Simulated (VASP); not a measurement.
# GaAs (F-43m) in VASP: notebook

The runs below take GaAs through single point, relaxation of cell and atoms, with LDA.

Program: VASP 6.6.1. These are calculated values, not measurements. Logs are shortened: lines on timing, memory, paths and dates and some standing lists are left out, and cuts for length are marked.

### Step 1. The cell of the first run

Symmetry: F-43m, No. 216, cubic system. The conventional cell has a = 5.603 Å, b = 5.603 Å, c = 5.603 Å, α = 90.00°, β = 90.00°, γ = 90.00°. Within 3.2 Å of Ga (site symmetry -43m) lie 4 As at 2.43 Å. As (site symmetry -43m) has 4 Ga at 2.43 Å within 3.2 Å.

### Step 2. Single point, LDA

Contents of INCAR:

```
ALGO = Normal
EDIFF = 1E-7
ENCUT = 520
ISIF = 2
ISMEAR = 0
LASPH = True
LCHARG = True
LELF = True
LREAL = False
LVHAR = True
LWAVE = False
NBANDS = 16
NELM = 60
PREC = Accurate
SIGMA = 0.02
```

Contents of KPOINTS:

```
k-points
0
Gamma
  12 12 12
```

Contents of POSCAR:

```
GaAs
1.0
    0.0000000000      2.8016907960      2.8016907960
    2.8016907960      0.0000000000      2.8016907960
    2.8016907960      2.8016907960      0.0000000000
Ga As
1 1
Direct
    0.0000000000      0.0000000000      0.0000000000
    0.7500000000      0.7500000000      0.7500000000
```

Potentials or basis: VASP PAW LDA potentials, release 64 (Ga_d, As).

Command:

```sh
> cat potpaw_LDA.64/Ga_d/POTCAR potpaw_LDA.64/As/POTCAR > POTCAR
> mpirun -np 1 vasp_std > vasp.out
```

OUTCAR:

```text
EDIFF = 1E-7
   ENCUT = 520
   ISIF = 2
   ISMEAR = 0
   LASPH = True
   LREAL = False
   NELM = 60
   PREC = Accurate

 ion  position               nearest neighbor table
   1  0.000  0.000  0.000-   2 2.43   2 2.43   2 2.43   2 2.43
   2  0.750  0.750  0.750-   1 2.43   1 2.43   1 2.43   1 2.43

  LATTYP: Found a face centered cubic cell.
 ALAT       =     5.6033815920

  Lattice vectors:

 A1 = (   0.0000000000,   2.8016907960,   2.8016907960)
 A2 = (   2.8016907960,   0.0000000000,   2.8016907960)
 A3 = (   2.8016907960,   2.8016907960,   0.0000000000)

Analysis of symmetry for initial positions (statically):
=====================================================================
 Subroutine PRICEL returns:
 Original cell was already a primitive cell.

 Routine SETGRP: Setting up the symmetry group for a
 face centered cubic supercell.

 Subroutine GETGRP returns: Found 24 space group operations
 (whereof 24 operations were pure point group operations)
 out of a pool of 48 trial point group operations.

The static configuration has the point symmetry T_d .

Analysis of symmetry for dynamics (positions and initial velocities):
=====================================================================
 Subroutine PRICEL returns:
 Original cell was already a primitive cell.

 Routine SETGRP: Setting up the symmetry group for a
 face centered cubic supercell.

 Subroutine GETGRP returns: Found 24 space group operations
 (whereof 24 operations were pure point group operations)
 out of a pool of 48 trial point group operations.

The dynamic configuration has the point symmetry T_d .

 Subroutine INISYM returns: Found 24 space group operations
 (whereof 24 operations are pure point group operations),
 and found     1 'primitive' translations

----------------------------------------------------------------------------------------

                                     Primitive cell

  volume of cell :      43.9836

  direct lattice vectors                    reciprocal lattice vectors
     0.000000000  2.801690796  2.801690796    -0.178463662  0.178463662  0.178463662
     2.801690796  0.000000000  2.801690796     0.178463662 -0.178463662  0.178463662
     2.801690796  2.801690796  0.000000000     0.178463662  0.178463662 -0.178463662

  length of vectors
     3.962189121  3.962189121  3.962189121     0.309108130  0.309108130  0.309108130

  position of ions in fractional coordinates (direct lattice)
     0.000000000  0.000000000  0.000000000
     0.750000000  0.750000000  0.750000000

  ion indices of the primitive-cell ions
   primitive index   ion index
                 1           1
                 2           2

----------------------------------------------------------------------------------------

 KPOINTS: k-points

Automatic generation of k-mesh.
 Grid dimensions read from file:
 generate k-points for:   12   12   12

 Generating k-lattice:

  Cartesian coordinates                     Fractional coordinates (reciprocal lattice)
    -0.014871972  0.014871972  0.014871972     0.083333333  0.000000000  0.000000000
     0.014871972 -0.014871972  0.014871972     0.000000000  0.083333333  0.000000000
     0.014871972  0.014871972 -0.014871972     0.000000000  0.000000000  0.083333333

  Length of vectors
     0.025759011  0.025759011  0.025759011

  Shift w.r.t. Gamma in fractional coordinates (k-lattice)
     0.000000000  0.000000000  0.000000000

 Subroutine IBZKPT returns following result:
 ===========================================

 Found     72 irreducible k-points:

 Following reciprocal coordinates:
            Coordinates               Weight
  0.000000  0.000000  0.000000      1.000000
  0.083333  0.000000  0.000000      8.000000
  0.166667  0.000000  0.000000      8.000000
  0.250000  0.000000  0.000000      8.000000
  0.333333  0.000000  0.000000      8.000000
  0.416667  0.000000  0.000000      8.000000
[... 16 lines left out ...]
  0.500000  0.166667  0.000000     24.000000
 -0.416667  0.166667  0.000000     24.000000
 [... further k-points ...]
   k-points           NKPTS =     72   k-points in BZ     NKDIM =     72   number of bands    NBANDS=     16
   number of dos      NEDOS =    301   number of ions     NIONS =      2
   total plane-waves  NPLWV =  27000
   dimension x,y,z NGX =    30 NGY =   30 NGZ =   30
   dimension x,y,z NGXF=    60 NGYF=   60 NGZF=   60
   ions per type =               1   1
   NGX,Y,Z   is equivalent  to a cutoff of  12.59, 12.59, 12.59 a.u.
   NGXF,Y,Z  is equivalent  to a cutoff of  25.17, 25.17, 25.17 a.u.
 SYSTEM =  unknown system
   PREC   = accura    normal or accurate (medium, high low for compatibility)
   ISTART =      0    job   : 0-new  1-cont  2-samecut
   ICHARG =      2    charge: 1-file 2-atom 10-const
   ISPIN  =      1    spin polarized calculation?
   LNONCOLLINEAR =      F non collinear calculations
   LSORBIT =      F    spin-orbit coupling
   LASPH  =      T    aspherical Exc in radial PAW
   ENCUT  =  520.0 eV  38.22 Ry    6.18 a.u.   7.37  7.37  7.37*2*pi/ulx,y,z
   NELM   =     60;   NELMIN=  2; NELMDL= -5     # of ELM steps
   EDIFF  = 0.1E-06   stopping-criterion for ELM
   LREAL  =      F    real-space projection
   EDIFFG = 0.1E-05   stopping-criterion for IOM
   NSW    =      0    number of steps for IOM
   IBRION =     -1    ionic relax: 0-MD 1-quasi-New 2-CG
   NFREE  =      0    steps in history (QN), initial steepest desc. (CG)
   ISIF   =      2    stress and relaxation
   ISYM   =      2    0-nonsym 1-usesym 2-fastsym
   POTIM  = 0.5000    time-step for ionic-motion
   TEBEG  =    0.0;   TEEND  =   0.0 temperature during run
   PSTRESS=    0.0 pullay stress
   NELECT =      18.0000    total number of electrons
   NUPDOWN=      -1.0000    fix difference up-down
   EMIN   =  10.00;   EMAX   =-10.00  energy-range for DOS
   EFERMI =   0.00;   METHOD = LEGACY
   ISMEAR =     0;   SIGMA  =   0.02  broadening in eV -4-tet -1-fermi 0-gaus
   EFERMI_NEDOS =   21; number of points for ismear=-14 and -15
   IALGO  =     38    algorithm
   IMIX   =      4    mixing-type and parameters
     AMIX     =   0.40;   BMIX     =  1.00
     AMIX_MAG =   1.60;   BMIX_MAG =  1.00
  volume/ion in A,a.u.               =      21.99       148.41
  Fermi-wavevector in a.u.,A,eV,Ry     =   1.215445  2.296859 20.099990  1.477308
  Thomas-Fermi vector in A             =   2.350832
   LORBIT       =      0    0 simple, 1 ext, 2 COOP (PROOUT), +10 PAW based schemes
   GGA     = CA    functional components
   LHFCALC =     F    Hartree Fock is set to
   AEXX    =    0.0000 exact exchange contribution
   IVDW    =     0    specifies the selected vdW correction
   LEPSILON=     F    determine dielectric tensor
   LRPA    =     F    only Hartree local field effects (RPA)
 non-spin polarized calculation
 Gauss-broadening in eV      SIGMA  =   0.02
  energy-cutoff  :      520.00
  volume of cell :       43.98
 maximum number of plane-waves:      1243
 NGX is ok and might be reduce to    30
   NGX = 15   NGY = 15   NGZ = 15

 number of electron      18.0000013 magnetization

 Free energy of the ion-electron system (eV)
  ---------------------------------------------------
  ext. energy  EPLUGINS =         0.00000000
  ---------------------------------------------------
  free energy    TOTEN  =        -9.64202535 eV

  energy without entropy =       -9.64202535  energy(sigma->0) =       -9.64202535

 E-fermi :   4.2133     XC(G=0): -10.0313

 val. band max:        4.0595802668   @ k =   0.0000   0.0000   0.0000
 cond. band min:       4.5950721948   @ k =   0.0000   0.0000   0.0000
 fundamental gap:      0.5354919279
 Fermi energy:         4.2132745331

 k-point     1 :       0.0000    0.0000    0.0000
  band No.  band energies     occupation
      1     -10.9181      2.00000
      2     -10.9181      2.00000
      3     -10.9181      2.00000
      4     -10.8333      2.00000
      5     -10.8333      2.00000
      6      -8.9002      2.00000
[... 8 lines left out ...]
     15      14.2986      0.00000
     16      14.2986      0.00000

 k-point     2 :       0.0833    0.0000    0.0000
  band No.  band energies     occupation
      1     -10.9250      2.00000
      2     -10.9163      2.00000
      3     -10.9163      2.00000
      4     -10.8334      2.00000
      5     -10.8334      2.00000
      6      -8.8152      2.00000
[... 8 lines left out ...]
     15      13.7026      0.00000
     16      13.7026      0.00000

 k-point     3 :       0.1667    0.0000    0.0000
  band No.  band energies     occupation
      1     -10.9426      2.00000
      2     -10.9117      2.00000
      3     -10.9117      2.00000
      4     -10.8335      2.00000
      5     -10.8335      2.00000
      6      -8.5676      2.00000
[... 8 lines left out ...]
     15      13.1268      0.00000
     16      13.1268      0.00000

 k-point     4 :       0.2500    0.0000    0.0000
  band No.  band energies     occupation
      1     -10.9647      2.00000
      2     -10.9060      2.00000
      3     -10.9060      2.00000
      4     -10.8330      2.00000
      5     -10.8330      2.00000
      6      -8.1806      2.00000
[... 8 lines left out ...]
     15      13.1086      0.00000
     16      13.1086      0.00000
[... 324 lines left out ...]
 k-point    22 :       0.4167    0.1667    0.0000
  band No.  band energies     occupation
      1     -11.0011      2.00000
      2     -10.8938      2.00000
      3     -10.8897      2.00000
      4     -10.8407      2.00000
      5     -10.8267      2.00000
      6      -7.2931      2.00000
[... 8 lines left out ...]
     15      15.0309      0.00000
     16      15.9467      0.00000

 k-point    23 :       0.5000    0.1667    0.0000
  band No.  band energies     occupation
      1     -11.0082      2.00000
      2     -10.8930      2.00000
      3     -10.8884      2.00000
      4     -10.8375      2.00000
      5     -10.8277      2.00000
      6      -6.9174      2.00000
[... 8 lines left out ...]
     15      15.6378      0.00000
     16      16.0383      0.00000

 k-point    24 :      -0.4167    0.1667    0.0000
  band No.  band energies     occupation
      1     -11.0083      2.00000
      2     -10.8932      2.00000
      3     -10.8894      2.00000
      4     -10.8343      2.00000
      5     -10.8304      2.00000
      6      -6.8558      2.00000
[... 8 lines left out ...]
     15      14.4883      0.00000
     16      15.1638      0.00000

 [... further k-points ...]
[... 5 lines left out ...]
  --------------------------------------------------------------------------------------
  -------------------------------------------------------------------------------------
  Total        0.0866876      0.0866876      0.0866876      0.0000000      0.0000000      0.0000000
  in kB        3.1577459      3.1577459      3.1577459      0.0000000      0.0000000      0.0000000
  external PRESSURE =       3.1577459 kB  Pullay stress =       0.0000000 kB

 VOLUME and BASIS-vectors are now :
 -----------------------------------------------------------------------------
  energy-cutoff  :      520.00
  volume of cell :       43.98
      direct lattice vectors                 reciprocal lattice vectors
     0.000000000  2.801690796  2.801690796    -0.178463662  0.178463662  0.178463662
     2.801690796  0.000000000  2.801690796     0.178463662 -0.178463662  0.178463662
     2.801690796  2.801690796  0.000000000     0.178463662  0.178463662 -0.178463662

 POSITION                                       TOTAL-FORCE (eV/Angst)
 -----------------------------------------------------------------------------------
      0.00000      0.00000      0.00000        -0.000000     -0.000000     -0.000000
      4.20254      4.20254      4.20254         0.000000      0.000000      0.000000
 -----------------------------------------------------------------------------------
    total drift:                                0.000001      0.000001      0.000000

  FREE ENERGIE OF THE ION-ELECTRON SYSTEM (eV)
  ---------------------------------------------------
  free  energy   TOTEN  =        -9.6420253523 eV

  energy  without entropy=       -9.6420253523  energy(sigma->0) =       -9.64202535
```

Run time: 43 s. Hardware: 1 thread of Intel Xeon Platinum 8488C (Sapphire Rapids), shared host; peak memory 0.18 GiB.

Results:

```yaml
Free_energy: -9.6420 eV
Pressure: 0.3 GPa
Band_gap_on_the_k_mesh: 0.54 eV, direct
```

Levels at points of the mesh, in eV from the valence-band top:
```csv
k point,band 5,band 6,band 7,band 8,band 9,band 10,band 11,band 12,band 13,band 14
"(0.00, 0.00, 0.00)",-14.89,-12.96,0.00,0.00,0.00,0.54,3.68,3.68,3.68,7.43
"(0.50, 0.00, 0.00)",-14.89,-11.11,-6.84,-1.19,-1.19,0.94,4.59,4.59,7.59,10.41
"(0.50, 0.50, 0.00)",-14.88,-10.34,-7.00,-2.79,-2.79,1.29,1.54,10.26,10.26,11.04
```

### Step 3. Relaxation of cell and atoms, LDA

Contents of INCAR:

```
PREC     = Accurate       # precision mode
ENCUT    = 600            # plane-wave cutoff, eV
EDIFF    = 1E-6           # SCF threshold, eV
ISMEAR   = 0              # smearing method
SIGMA    = 0.02           # smearing width, eV
LREAL    = False          # projectors in reciprocal space
LASPH    = True           # aspherical terms in the spheres
NELM     = 80             # most SCF steps
ALGO     = Normal         # electronic algorithm
ISIF     = 3              # what is computed and relaxed
LWAVE    = False          # write WAVECAR
LCHARG   = False          # write CHGCAR
IBRION   = 2              # ionic algorithm
NSW      = 100            # ionic steps
EDIFFG   = -0.005         # ionic threshold
```

Contents of KPOINTS:

```
regular mesh
0
Gamma
  12 12 12
```

POSCAR is that of step 2.

Potentials or basis: VASP PAW LDA potentials, release 64 (Ga_d, As).

Command:

```sh
> cat potpaw_LDA.64/Ga_d/POTCAR potpaw_LDA.64/As/POTCAR > POTCAR
> mpirun -np 1 vasp_std > vasp.out
```

It took 77 s on 1 thread of Intel Xeon Platinum 8488C (Sapphire Rapids), shared host; peak memory 0.19 GiB.

Results (log left out):

| Quantity | Value |
| --- | --- |
| Free energy | -9.6421 eV |
| Relaxed volume | 22.08 Å³/atom |
| Relaxed cell | a = 3.967 Å, b = 3.967 Å, c = 3.967 Å, α = 60.00°, β = 60.00°, γ = 60.00° |
| Space group after relaxing (to 0.05 Å) | F-43m (No. 216) |
| Energy gained by relaxing | 0.1 meV/atom |
| Ionic steps | 3 |
| Pressure after relaxing | 0.0 GPa |
| Band gap on the k mesh | 0.50 eV, direct |

The path:
| step | energy change (eV) | largest force (eV/Å) | pressure (GPa) | volume (Å³) |
| --- | --- | --- | --- | --- |
| 1 | 0.0000 | 0.0000 | 0.29 | 43.98 |
| 2 | -0.0001 | 0.0000 | -0.19 | 44.24 |
| 3 | -0.0002 | 0.0000 | 0.01 | 44.16 |

Final structure:
```
Ga As
1.0
     0.00000    2.80543    2.80543
     2.80543    0.00000    2.80543
     2.80543    2.80543    0.00000
Ga As
1 1
Direct
  0.00000 0.00000 0.00000
  0.75000 0.75000 0.75000
```

Levels at points of the mesh, in eV from the valence-band top:
| k point | band 7 | band 8 | band 9 | band 10 | band 11 | band 12 |
| --- | --- | --- | --- | --- | --- | --- |
| (0.00, 0.00, 0.00) | 0.00 | 0.00 | 0.00 | 0.50 | 3.68 | 3.68 |
| (0.50, 0.00, 0.00) | -6.82 | -1.18 | -1.18 | 0.93 | 4.59 | 4.59 |
| (0.50, 0.50, 0.00) | -6.98 | -2.77 | -2.77 | 1.30 | 1.54 | 10.23 |

A k mesh can miss the band edges.
